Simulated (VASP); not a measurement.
# SnO in VASP: single point with PBE

Aim: the single point of SnO with PBE.

Program: VASP 6.6.1. These are calculated values, not measurements. Logs are shortened: lines on timing, memory, paths and dates and some standing lists are left out, and cuts for length are marked.

### Step 1. The cell of the first run

The cell holds a slab with vacuum, 12 atoms: a = 3.868 Å, b = 5.067 Å, c = 24.670 Å, α = 90.00°, β = 90.00°, γ = 90.00°.

### Step 2. Single point, PBE

Input file INCAR:

```
SYSTEM = SnO
PREC = Accurate
ENCUT = 520
EDIFF = 1E-6
ISMEAR = 0
SIGMA = 0.05
LREAL = .False.
LASPH = .True.
NELM = 60
ALGO = Normal
ISIF = 2
LWAVE = .False.
LCHARG = .False.
LDIPOL = .True.
IDIPOL = 3
DIPOL = 0.5 0.5 0.500
GGA = PE
NBANDS = 72
```

Input file KPOINTS:

```
Automatic mesh
0
Gamma
  9 7 1
  0 0 0
```

Input file POSCAR:

```
SnO
1.0
    3.8681707509      0.0000000000      0.0000000000
    0.0000000000      5.0672768617      0.0000000000
    0.0000000000      0.0000000000     24.6704268772
Sn O
6 6
Direct
    0.0000000000      0.2287361955      0.3040077108
    0.5000000000      0.7712638045      0.3824046265
    0.0000000000      0.2287361955      0.4608015422
    0.5000000000      0.7712638045      0.5391984578
    0.0000000000      0.2287361955      0.6175953735
    0.5000000000      0.7712638045      0.6959922892
    0.5000000000      0.0000000000      0.3040077108
    0.0000000000      0.0000000000      0.3824046265
    0.5000000000      0.0000000000      0.4608015422
    0.0000000000      0.0000000000      0.5391984578
    0.5000000000      0.0000000000      0.6175953735
    0.0000000000      0.0000000000      0.6959922892
```

Potentials or basis: VASP PAW PBE potentials, release 64 (Sn_d, O).

Command:

```
> cat potpaw_PBE.64/Sn_d/POTCAR potpaw_PBE.64/O/POTCAR > POTCAR
> mpirun -np 1 vasp_std > vasp.out
```

OUTCAR:

```text
SYSTEM = SnO
   PREC = Accurate
   ENCUT = 520
   EDIFF = 1E-6
   ISMEAR = 0
   LREAL = .False.
   LASPH = .True.
   NELM = 60
   ISIF = 2
   GGA = PE

 ion  position               nearest neighbor table
   1  0.000  0.229  0.304-   7 2.25   7 2.25   8 2.25   2 3.59   2 3.59
   2  0.500  0.771  0.382-   8 2.25   8 2.25   7 2.25   9 2.25   1 3.59   1 3.59   3 3.59   3 3.59

   3  0.000  0.229  0.461-  10 2.25   9 2.25   9 2.25   8 2.25   4 3.59   4 3.59   2 3.59   2 3.59

   4  0.500  0.771  0.539-   9 2.25  10 2.25  10 2.25  11 2.25   3 3.59   3 3.59   5 3.59   5 3.59

   5  0.000  0.229  0.618-  11 2.25  11 2.25  12 2.25  10 2.25   6 3.59   6 3.59   4 3.59   4 3.59

   6  0.500  0.771  0.696-  12 2.25  12 2.25  11 2.25   5 3.59   5 3.59
   7  0.500  0.000  0.304-   1 2.25   1 2.25   2 2.25
   8  0.000  0.000  0.382-   2 2.25   2 2.25   1 2.25   3 2.25
   9  0.500  0.000  0.461-   4 2.25   3 2.25   3 2.25   2 2.25
  10  0.000  0.000  0.539-   3 2.25   4 2.25   4 2.25   5 2.25
  11  0.500  0.000  0.618-   5 2.25   5 2.25   6 2.25   4 2.25
  12  0.000  0.000  0.696-   6 2.25   6 2.25   5 2.25

  LATTYP: Found a simple orthorhombic cell.
 ALAT       =     3.8681707509
 B/A-ratio  =     1.3099930660
 C/A-ratio  =     6.3778019291

  Lattice vectors:

 A1 = (   3.8681707509,   0.0000000000,   0.0000000000)
 A2 = (   0.0000000000,   5.0672768617,   0.0000000000)
 A3 = (   0.0000000000,   0.0000000000,  24.6704268772)

Analysis of symmetry for initial positions (statically):
=====================================================================
 Subroutine PRICEL returns:
 Original cell was already a primitive cell.

 Routine SETGRP: Setting up the symmetry group for a
 simple orthorhombic supercell.

 Subroutine GETGRP returns: Found  4 space group operations
 (whereof  2 operations were pure point group operations)
 out of a pool of  8 trial point group operations.

The static configuration has the point symmetry C_1h.
 The point group associated with its full space group is C_2h.

Analysis of symmetry for dynamics (positions and initial velocities):
=====================================================================
 Subroutine PRICEL returns:
 Original cell was already a primitive cell.

 Routine SETGRP: Setting up the symmetry group for a
 simple orthorhombic supercell.

 Subroutine GETGRP returns: Found  4 space group operations
 (whereof  2 operations were pure point group operations)
 out of a pool of  8 trial point group operations.

The dynamic configuration has the point symmetry C_1h.
 The point group associated with its full space group is C_2h.

 Subroutine INISYM returns: Found  4 space group operations
 (whereof  2 operations are pure point group operations),
 and found     1 'primitive' translations

----------------------------------------------------------------------------------------

                                     Primitive cell

  volume of cell :     483.5673

  direct lattice vectors                    reciprocal lattice vectors
     3.868170751  0.000000000  0.000000000     0.258520129  0.000000000  0.000000000
     0.000000000  5.067276862  0.000000000     0.000000000  0.197344654  0.000000000
     0.000000000  0.000000000 24.670426877     0.000000000  0.000000000  0.040534361

  length of vectors
     3.868170751  5.067276862 24.670426877     0.258520129  0.197344654  0.040534361

  position of ions in fractional coordinates (direct lattice)
     0.000000000  0.228736195  0.304007711
     0.500000000  0.771263805  0.382404626
     0.000000000  0.228736195  0.460801542
     0.500000000  0.771263805  0.539198458
     0.000000000  0.228736195  0.617595374
     0.500000000  0.771263805  0.695992289
     0.500000000  0.000000000  0.304007711
     0.000000000  0.000000000  0.382404626
     0.500000000  0.000000000  0.460801542
     0.000000000  0.000000000  0.539198458
     0.500000000  0.000000000  0.617595374
     0.000000000  0.000000000  0.695992289

  ion indices of the primitive-cell ions
   primitive index   ion index
                 1           1
                 2           2
                 3           3
                 4           4
                 5           5
                 6           6
                 7           7
                 8           8
                 9           9
                10          10
                11          11
                12          12

----------------------------------------------------------------------------------------

 KPOINTS: Automatic mesh

Automatic generation of k-mesh.
 Grid dimensions read from file:
 generate k-points for:    9    7    1

 Generating k-lattice:

  Cartesian coordinates                     Fractional coordinates (reciprocal lattice)
     0.028724459  0.000000000  0.000000000     0.111111111  0.000000000  0.000000000
     0.000000000  0.028192093  0.000000000     0.000000000  0.142857143  0.000000000
     0.000000000  0.000000000  0.040534361     0.000000000  0.000000000  1.000000000

  Length of vectors
     0.028724459  0.028192093  0.040534361

  Shift w.r.t. Gamma in fractional coordinates (k-lattice)
     0.000000000  0.000000000  0.000000000

 Subroutine IBZKPT returns following result:
 ===========================================

 Found     20 irreducible k-points:

 Following reciprocal coordinates:
            Coordinates               Weight
  0.000000  0.000000  0.000000      1.000000
  0.111111  0.000000  0.000000      2.000000
  0.222222  0.000000  0.000000      2.000000
  0.333333  0.000000  0.000000      2.000000
  0.444444  0.000000  0.000000      2.000000
  0.000000  0.142857  0.000000      2.000000
[... 12 lines left out ...]
  0.333333  0.428571  0.000000      4.000000
  0.444444  0.428571  0.000000      4.000000
   k-points           NKPTS =     20   k-points in BZ     NKDIM =     20   number of bands    NBANDS=     72
   number of dos      NEDOS =    301   number of ions     NIONS =     12
   total plane-waves  NPLWV = 230400
   dimension x,y,z NGX =    30 NGY =   40 NGZ =  192
   dimension x,y,z NGXF=    60 NGYF=   80 NGZF=  384
   ions per type =               6   6
   NGX,Y,Z   is equivalent  to a cutoff of  12.89, 13.12, 12.94 a.u.
   NGXF,Y,Z  is equivalent  to a cutoff of  25.79, 26.25, 25.88 a.u.
 SYSTEM =  SnO
   PREC   = accura    normal or accurate (medium, high low for compatibility)
   ISTART =      0    job   : 0-new  1-cont  2-samecut
   ICHARG =      2    charge: 1-file 2-atom 10-const
   ISPIN  =      1    spin polarized calculation?
   LNONCOLLINEAR =      F non collinear calculations
   LSORBIT =      F    spin-orbit coupling
   LASPH  =      T    aspherical Exc in radial PAW
   ENCUT  =  520.0 eV  38.22 Ry    6.18 a.u.   7.19  9.42 45.87*2*pi/ulx,y,z
   NELM   =     60;   NELMIN=  2; NELMDL= -5     # of ELM steps
   EDIFF  = 0.1E-05   stopping-criterion for ELM
   LREAL  =      F    real-space projection
   EDIFFG = 0.1E-04   stopping-criterion for IOM
   NSW    =      0    number of steps for IOM
   IBRION =     -1    ionic relax: 0-MD 1-quasi-New 2-CG
   NFREE  =      0    steps in history (QN), initial steepest desc. (CG)
   ISIF   =      2    stress and relaxation
   ISYM   =      2    0-nonsym 1-usesym 2-fastsym
   POTIM  = 0.5000    time-step for ionic-motion
   TEBEG  =    0.0;   TEEND  =   0.0 temperature during run
   PSTRESS=    0.0 pullay stress
   NELECT =     120.0000    total number of electrons
   NUPDOWN=      -1.0000    fix difference up-down
   EMIN   =  10.00;   EMAX   =-10.00  energy-range for DOS
   EFERMI =   0.00;   METHOD = LEGACY
   ISMEAR =     0;   SIGMA  =   0.05  broadening in eV -4-tet -1-fermi 0-gaus
   EFERMI_NEDOS =   21; number of points for ismear=-14 and -15
   IALGO  =     38    algorithm
   IMIX   =      4    mixing-type and parameters
     AMIX     =   0.40;   BMIX     =  1.00
     AMIX_MAG =   1.60;   BMIX_MAG =  1.00
  volume/ion in A,a.u.               =      40.30       271.94
  Fermi-wavevector in a.u.,A,eV,Ry     =   1.028765  1.944084 14.399833  1.058358
  Thomas-Fermi vector in A             =   2.162778
   LORBIT       =      0    0 simple, 1 ext, 2 COOP (PROOUT), +10 PAW based schemes
   GGA     = PE    functional components
   LHFCALC =     F    Hartree Fock is set to
   AEXX    =    0.0000 exact exchange contribution
   IVDW    =     0    specifies the selected vdW correction
   LEPSILON=     F    determine dielectric tensor
   LRPA    =     F    only Hartree local field effects (RPA)
 non-spin polarized calculation
 Gauss-broadening in eV      SIGMA  =   0.05
  energy-cutoff  :      520.00
  volume of cell :      483.57
 maximum number of plane-waves:     13080
 NGX is ok and might be reduce to    30
   NGX = 15   NGY = 19   NGZ = 91

 dipolmoment           0.000000      0.000000     -0.000000 electrons x Angstroem

 number of electron     119.9999999 magnetization

 dipolmoment           0.000000      0.000000      0.000000 electrons x Angstroem

 Free energy of the ion-electron system (eV)
  ---------------------------------------------------
  ext. energy  EPLUGINS =         0.00000000
  ---------------------------------------------------
  free energy    TOTEN  =       -67.08820113 eV

  energy without entropy =      -67.08820113  energy(sigma->0) =      -67.08820113

 E-fermi :   0.8054     XC(G=0):  -5.2124

 val. band max:        0.5453213054   @ k =   0.0000   0.0000   0.0000
 cond. band min:       1.3759921370   @ k =   0.4444   0.0000   0.0000
 fundamental gap:      0.8306708316
 Fermi energy:         0.8054203326

 k-point     1 :       0.0000    0.0000    0.0000
  band No.  band energies     occupation
      1     -21.0719      2.00000
      2     -21.0363      2.00000
      3     -20.9738      2.00000
      4     -20.9442      2.00000
      5     -20.9256      2.00000
      6     -20.8415      2.00000
[... 64 lines left out ...]
     71       5.4366      0.00000
     72       5.6408      0.00000

 k-point     2 :       0.1111    0.0000    0.0000
  band No.  band energies     occupation
      1     -21.0672      2.00000
      2     -21.0353      2.00000
      3     -20.9736      2.00000
      4     -20.9415      2.00000
      5     -20.9270      2.00000
      6     -20.8464      2.00000
[... 64 lines left out ...]
     71       5.2067      0.00000
     72       5.4563      0.00000

 k-point     3 :       0.2222    0.0000    0.0000
  band No.  band energies     occupation
      1     -21.0546      2.00000
      2     -21.0342      2.00000
      3     -20.9798      2.00000
      4     -20.9349      2.00000
      5     -20.9266      2.00000
      6     -20.8676      2.00000
[... 1264 lines left out ...]
     71       5.1166      0.00000
     72       5.3125      0.00000

 k-point    20 :       0.4444    0.4286    0.0000
  band No.  band energies     occupation
      1     -21.0198      2.00000
      2     -21.0148      2.00000
      3     -20.9935      2.00000
      4     -20.9613      2.00000
      5     -20.9113      2.00000
      6     -20.9109      2.00000
[... 64 lines left out ...]
     71       5.1506      0.00000
     72       5.4392      0.00000

------------------------ aborting loop because EDIFF is reached ----------------------------------------

 vacuum level on the upper side and lower side of the slab       (xc-potential included)        -0.122        -0.122

  FORCE on cell =-STRESS in cart. coord.  units (eV):
  Direction    XX          YY          ZZ          XY          YZ          ZX
  --------------------------------------------------------------------------------------
  -------------------------------------------------------------------------------------
  Total       -6.0614465     -3.3450976     -3.1453185      0.0000000      2.1093684      0.0000000
  in kB      -20.0830616    -11.0831304    -10.4212130      0.0000000      6.9888559      0.0000000
  external PRESSURE =     -13.8624684 kB  Pullay stress =       0.0000000 kB

 VOLUME and BASIS-vectors are now :
 -----------------------------------------------------------------------------
  energy-cutoff  :      520.00
  volume of cell :      483.57
      direct lattice vectors                 reciprocal lattice vectors
     3.868170751  0.000000000  0.000000000     0.258520129  0.000000000  0.000000000
     0.000000000  5.067276862  0.000000000     0.000000000  0.197344654  0.000000000
     0.000000000  0.000000000 24.670426877     0.000000000  0.000000000  0.040534361

 POSITION                                       TOTAL-FORCE (eV/Angst)
 -----------------------------------------------------------------------------------
      0.00000      1.15907      7.50000         0.000000     -0.969175      0.502603
      1.93409      3.90821      9.43409         0.000000      0.311780     -0.762749
      0.00000      1.15907     11.36817         0.000000      0.085595     -0.009636
      1.93409      3.90821     13.30226         0.000000     -0.085595      0.009636
      0.00000      1.15907     15.23634         0.000000     -0.311780      0.762749
      1.93409      3.90821     17.17043         0.000000      0.969175     -0.502603
      1.93409      0.00000      7.50000         0.000000      0.382823      0.288349
      0.00000      0.00000      9.43409         0.000000      0.286024     -0.027708
      1.93409      0.00000     11.36817         0.000000     -0.039566     -0.058560
      0.00000      0.00000     13.30226         0.000000      0.039566      0.058560
      1.93409      0.00000     15.23634         0.000000     -0.286024      0.027708
      0.00000      0.00000     17.17043         0.000000     -0.382823     -0.288349
 -----------------------------------------------------------------------------------
    total drift:                                0.000000     -0.000000      0.000000

  FREE ENERGIE OF THE ION-ELECTRON SYSTEM (eV)
  ---------------------------------------------------
  free  energy   TOTEN  =       -67.0882011273 eV

  energy  without entropy=      -67.0882011273  energy(sigma->0) =      -67.08820113

 vacuum level on the upper side and lower side of the slab         4.669         4.669
```

It took 35 min on 1 thread of Oxide Virtual Turin-like, shared host; peak memory 0.79 GiB.

What came out:

```
Free energy            : -67.0882 eV
Largest force          : 1.092 eV/Å
Band gap on the k mesh : 0.83 eV (least direct gap 1.68 eV)
```

Forces on the atoms (eV/Å):
```
Sn   0.000 -0.969  0.503
Sn   0.000  0.312 -0.763
Sn   0.000  0.086 -0.010
Sn   0.000 -0.086  0.010
Sn   0.000 -0.312  0.763
Sn   0.000  0.969 -0.503
O    0.000  0.383  0.288
O    0.000  0.286 -0.028
O    0.000 -0.040 -0.059
O    0.000  0.040  0.059
O    0.000 -0.286  0.028
O    0.000 -0.383 -0.288
```

Caveat: spin-orbit coupling is left out, which moves the levels of the heavy elements.
